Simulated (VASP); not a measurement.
Sn: single point with r2SCAN

The system is Sn.

```
CELL_PARAMETERS angstrom
0.00000 3.31701 3.31701
3.31701 0.00000 3.31701
3.31701 3.31701 0.00000
ATOMIC_POSITIONS crystal
Sn 0.00000 0.00000 0.00000
Sn 0.25000 0.25000 0.25000
```

This cell differs from its parent crystal: volume changed by +3%.

| Property | Result |
| --- | --- |
| Program | VASP 6.6.1 |
| Task | single point |
| Functional | r2SCAN |
| Potentials or basis | VASP PAW PBE potentials, release 64 (Sn_d) |
| Cutoff | 520 eV |
| k mesh | 6 × 6 × 6 |
| Occupations | fermi-dirac, width 0.02 eV |
| Spin | no spin polarisation |

* Pressure: -1.2 GPa
* Band gap on the k mesh: zero (filled and empty bands overlap)

Levels at points of the mesh, in eV from the Fermi level:
```
           k point  band 12  band 13  band 14  band 15  band 16  band 17
(0.00, 0.00, 0.00)    -0.82     0.02     0.02     0.02     2.23     2.23
(0.50, 0.00, 0.00)    -6.33    -1.15    -1.15     0.02     3.35     3.35
(0.50, 0.50, 0.00)    -7.62    -2.45    -2.45     1.00     1.00     7.74
```

Wall time 120 s on 1 thread of AMD EPYC 7R43 64-Core Processor (Zen 3), on a shared host, peak memory 0.18 GiB.

Caveat: the PAW data sets were made with another functional, which shifts forces and pressure a little; spin-orbit coupling is left out, which moves the levels of the heavy elements.
